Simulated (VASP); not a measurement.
C, 3 atoms in the cell. Symmetry: P6_222, No. 180, hexagonal system. Conventional cell: a = 2.605 Å, b = 2.605 Å, c = 2.800 Å, α = 90.00°, β = 90.00°, γ = 120.00°. Within 2.1 Å of C (site symmetry 222) lie 4 C at 1.60 Å. The cell was generated, and may not be a known phase.

```yaml
Program: VASP 6.6.1
Task: relaxation of cell and atoms
Functional: PBE
Potentials_or_basis: VASP PAW PBE potentials, release 64 (C)
Cutoff: 600 eV
k_mesh: 12 × 12 × 10
Occupations: gaussian, width 0.02 eV
Spin: no spin polarisation
Dipole_correction: no
Further_INCAR_settings: ALGO = Normal; EDIFF = 1e-07; IBRION = 2; EDIFFG = -0.01; NSW = 100; ISIF = 3
```

Potentials or basis: VASP PAW PBE potentials, release 64 (C).

Launch:

```bash
$ cat potpaw_PBE.64/C/POTCAR > POTCAR
$ mpirun -np 1 vasp_std > vasp.out
```

Hardware: 1 thread of Intel Xeon 8259CL, on a shared host.

Question: Estimate the wall time of this run.

Answer: Run time: 15 s on 1 thread of Intel Xeon 8259CL, with other jobs on the host, peak memory 0.14 GiB. Counts: scf iterations 12, k points 114, ion steps 1.
